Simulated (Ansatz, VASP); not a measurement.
Be3S in VASP and in Ansatz

File INCAR:

```
SYSTEM = Be3S
PREC = Accurate
ENCUT = 520
EDIFF = 1E-6
ISMEAR = 0
SIGMA = 0.1
LREAL = .False.
LASPH = .True.
NELM = 60
ALGO = Normal
ISIF = 2
LWAVE = .False.
LCHARG = .True.
GGA = PE
LELF = .True.
LVHAR = .True.
NBANDS = 14
```

File KPOINTS:

```
Automatic mesh
0
Gamma
  6 6 6
  0 0 0
```

POSCAR

```
Be3S
1.0
    3.4979800791      0.0000000000      0.0000000000
    0.0000000000      3.4979800791      0.0000000000
    0.0000000000      0.0000000000      3.4979800791
Be S
3 1
Direct
    0.0000000000      0.5000000000      0.5000000000
    0.5000000000      0.0000000000      0.5000000000
    0.5000000000      0.5000000000      0.0000000000
    0.0000000000      0.0000000000      0.0000000000
```

Input for Ansatz:

```yaml
crystal:
  lattice:
    - [3.4979800791, 0.0, 0.0]
    - [0.0, 3.4979800791, 0.0]
    - [0.0, 0.0, 3.4979800791]
  atoms:
    - { symbol: Be, position: [0.0, 0.5, 0.5] }
    - { symbol: Be, position: [0.5, 0.0, 0.5] }
    - { symbol: Be, position: [0.5, 0.5, 0.0] }
    - { symbol: S, position: [0.0, 0.0, 0.0] }
basis:
  ecutwfc: 420
kpoints:
  mp_grid: { grid: [6, 6, 6] }
hamiltonian:
  xc: pbe
scf:
  occupations: { method: gaussian, width: 0.1 }
  lower_state_search: "off"
output:
  forces: true
  stress: true
  eigenvalues: true
```

Alike in both runs: task single point; functional PBE; k mesh 6 × 6 × 6; occupations gaussian, width 0.1 eV; no spin polarisation.

|  | VASP | Ansatz |
| --- | --- | --- |
| version | VASP 6.6.1 | Ansatz 0.2.0 |
| potentials or method | VASP PAW PBE potentials, release 64 (Be, S), cutoff 520 eV | scalar-relativistic, plane waves, PAW |
| valence electrons in the cell | 12 | 12 |

```tsv
	VASP	Ansatz	Ansatz less VASP
gap on the k mesh at the Fermi level (eV)	none	none	-
pressure (GPa)	-2.8	-2.8	-0.09
```

A gap of «none» marks a metal or a gap that the smearing closes.
